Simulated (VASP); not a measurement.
WC, 16 atoms in the cell. The typed cell holds 16 atoms: a = 5.833 Å, b = 5.052 Å, c = 5.679 Å, α = 90.00°, β = 90.00°, γ = 90.00°. 

```yaml
Program: VASP 6.6.1
Task: single point
Functional: PBE
Potentials_or_basis: VASP PAW PBE potentials, release 64 (W_sv, C)
Cutoff: 520 eV
k_mesh: 2 × 2 × 2
Occupations: fermi-dirac, width 0.36 eV
Spin: no spin polarisation
Dipole_correction: no
Further_INCAR_settings: LREAL = Auto; ALGO = Normal; EDIFF = 1e-07; NBANDS = 86
```

Potentials or basis: VASP PAW PBE potentials, release 64 (W_sv, C).

The run is started by

```bash
$ cat potpaw_PBE.64/W_sv/POTCAR potpaw_PBE.64/C/POTCAR > POTCAR
$ mpirun -np 1 vasp_std > vasp.out
```

Hardware: 1 thread of Intel(R) Xeon(R) Platinum 8488C (Sapphire Rapids) (shared host).

How long does it take, and how much memory?

Wall time 2.9 min on 1 thread of Intel(R) Xeon(R) Platinum 8488C (Sapphire Rapids), with other jobs on the host, peak memory 0.3 GiB. Counts: scf iterations 18, k points 8.
